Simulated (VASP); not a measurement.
Here is a VASP 6.6.1 calculation.

Contents of INCAR:

```
PREC = Accurate
ENCUT = 520
EDIFF = 1E-6
ISMEAR = 0
SIGMA = 0.05
LREAL = F
LASPH = T
NELM = 80
ALGO = Normal
ISIF = 2
LWAVE = F
LCHARG = F
GGA = PS
NBANDS = 26
```

File KPOINTS:

```
Automatic mesh
0
Gamma
  6 6 6
```

POSCAR

```
C
1.0
   -2.4263873541      2.4263873541      2.4263873541
    2.4263873541     -2.4263873541      2.4263873541
    2.4263873541      2.4263873541     -2.4263873541
C
8
Direct
    0.3252914026      0.0000000000      0.0000000000
    0.6747085974      0.6747085974      0.6747085974
    0.0000000000      0.3252914026      0.0000000000
    0.0000000000      0.0000000000      0.3252914026
    0.0000000000      0.6747085974      0.0000000000
    0.3252914026      0.3252914026      0.3252914026
    0.6747085974      0.0000000000      0.0000000000
    0.0000000000      0.0000000000      0.6747085974
```

Potentials or basis: VASP PAW PBE potentials, release 64 (C).

The run is started by

```sh
$ cat potpaw_PBE.64/C/POTCAR > POTCAR
$ mpirun -np 1 vasp_std > vasp.out
```

Question: Estimate the largest force.

Answer: 0.037 eV/Å.

Question: What does it give for the pressure?

Answer: 0.7 GPa.

Forces on the atoms (eV/Å):
```
C   -0.021  0.021  0.021
C   -0.021 -0.021 -0.021
C    0.021 -0.021  0.021
C    0.021  0.021 -0.021
C   -0.021  0.021 -0.021
C    0.021  0.021  0.021
C    0.021 -0.021 -0.021
C   -0.021 -0.021  0.021
```

Caveat: the PAW data sets were made with another functional, which shifts forces and pressure a little.
